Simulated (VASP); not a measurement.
Runs of VASP 6.6.1 on BW3. The structure is that of space group Pm-3m (No. 221), or close to it. The cells are those of the table. 

```csv
task,cell,k mesh,cutoff (eV),gap on the mesh (eV),pressure (GPa),relaxed volume (Å³/atom)
relaxation of cell and atoms,"relaxed from a = 4.161 Å, 4 atoms",12 × 12 × 12,600,none,0.0,18.03
single point,"a = 4.160 Å, 4 atoms",12 × 12 × 12,520,none,0.3,-
single point,"a = 4.161 Å, 4 atoms",4 × 4 × 4,520,none,0.0,-
single point,"a = 3.976 Å, 4 atoms",4 × 4 × 4,520,none,(a),-
relaxation of cell and atoms,"relaxed from a = 3.976 Å, 4 atoms",4 × 4 × 4,600,none,0.1,18.01
```

Alike in all rows: level PBE; potentials or basis VASP PAW PBE potentials, release 64 (B, W_sv); no spin polarisation; smearing gaussian 0.1 eV.

Problem. Fill in the values left out.

Solution. (a) 34.9.

Caveats: some runs use coarse meshes; spin-orbit coupling is left out, which moves the levels of the heavy elements.

A k mesh can miss the band edges, and the runs leave out spin-orbit coupling on W.

A gap of «none» marks levels without a gap at the run's occupations.
